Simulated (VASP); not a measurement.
# SiGe2: single point with PBE

The system is SiGe2.

```
Si Ge
1.0
     3.00713    0.00000    0.00000
    -1.50356    2.60425    0.00000
     0.00000    0.00000   13.75192
Si Ge
2 4
Direct
  0.33333 0.66667 0.25000
  0.66667 0.33333 0.75000
  0.33333 0.66667 0.90944
  0.33333 0.66667 0.59056
  0.66667 0.33333 0.09056
  0.66667 0.33333 0.40944
```

```json
{"Program": "VASP 6.6.1", "Task": "single point", "Functional": "PBE", "Potentials or basis": "VASP PAW PBE potentials, release 64 (Si, Ge_d)", "Cutoff": "520 eV", "k mesh": "6 × 6 × 2", "Occupations": "gaussian, width 0.1 eV", "Spin": "no spin polarisation", "Dipole correction": "no", "Further INCAR settings": "ALGO = Normal; EDIFF = 1e-06; NBANDS = 41"}
```

- Pressure: 0.1 GPa
- Largest force: 0.030 eV/Å
- Band gap on the k mesh: zero (bands 32 and 33 overlap by 8.77 eV)

Forces in eV/Å, atoms in the order of the input:
```
Si   0.000  0.000  0.000
Si   0.000  0.000  0.000
Ge   0.000  0.000  0.030
Ge   0.000  0.000 -0.030
Ge   0.000  0.000 -0.030
Ge   0.000  0.000  0.030
```

Stress tensor (GPa, compression positive):
```
 0.24  0.00  0.00
 0.00  0.24  0.00
 0.00  0.00 -0.18
```

Levels at points of the mesh, in eV from the Fermi level:
```csv
k point,band 30,band 31,band 32,band 33,band 34,band 35
"(0.00, 0.00, 0.00)",5.28,5.71,5.71,6.00,6.00,6.12
"(0.50, 0.00, 0.00)",-3.56,-1.82,-1.14,-0.98,1.01,1.82
"(0.00, 0.00, 0.50)",2.37,5.83,5.83,5.83,5.83,7.19
"(0.50, 0.00, 0.50)",-3.56,-2.22,-2.22,0.82,0.82,1.99
```

It took 79 s on 1 thread of Intel(R) Xeon(R) Platinum 8375C CPU @ 2.90GHz (Ice Lake) (shared host), peak memory 0.25 GiB.

Caveat: the k points lie up to 0.40 Å⁻¹ apart, too coarse for converged energies and pressures of a metal.
